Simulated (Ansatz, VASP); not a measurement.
**One calculation of BeTe, two programs**

Contents of INCAR:

```
PREC = Accurate
ENCUT = 520
EDIFF = 1E-7
ISMEAR = 0
SIGMA = 0.01
LREAL = False
LASPH = True
NELM = 80
ALGO = Normal
ISIF = 2
LWAVE = False
LCHARG = False
GGA = PE
NBANDS = 11
```

The input KPOINTS:

```
regular mesh
0
Gamma
  6 6 6
```

The input POSCAR:

```
BeTe
1.0
    0.0000000000      2.7741703208      2.7741703208
    2.7741703208      0.0000000000      2.7741703208
    2.7741703208      2.7741703208      0.0000000000
Be Te
1 1
Direct
    0.0000000000      0.0000000000      0.0000000000
    0.2500000000      0.2500000000      0.2500000000
```

Input for Ansatz:

```yaml
crystal:
  lattice:
    - [0.0, 2.7741703208, 2.7741703208]
    - [2.7741703208, 0.0, 2.7741703208]
    - [2.7741703208, 2.7741703208, 0.0]
  atoms:
    - { symbol: Be, position: [0.0, 0.0, 0.0] }
    - { symbol: Te, position: [0.25, 0.25, 0.25] }
kpoints:
  mp_grid: { grid: [6, 6, 6] }
hamiltonian:
  xc: pbe
scf:
  occupations: { method: fixed }
  n_extra_bands: 4
output:
  forces: true
  stress: true
  eigenvalues: true
```

Alike in both runs: task single point; functional PBE; k mesh 6 × 6 × 6; no spin polarisation.

|  | VASP | Ansatz |
| --- | --- | --- |
| version | VASP 6.6.1 | Ansatz 0.2.0 |
| potentials or method | VASP PAW PBE potentials, release 64 (Be, Te) | plane waves, PAW |
| plane-wave cutoff (eV) | 520 | 420 |
| occupations | gaussian, width 0.01 eV | fixed |
| valence electrons in the cell | 8 | 18 |

|  | VASP | Ansatz | Ansatz less VASP |
| --- | --- | --- | --- |
| gap on the k mesh at the Fermi level (eV) | 1.86 | 1.87 | +0.016 |
| pressure (GPa) | 4.2 | 4.0 | -0.18 |

VASP's potentials hold 8 valence electrons a cell and Ansatz's 18, so a difference there can come from the potentials and not from the codes.

Neither program's run includes spin-orbit coupling.
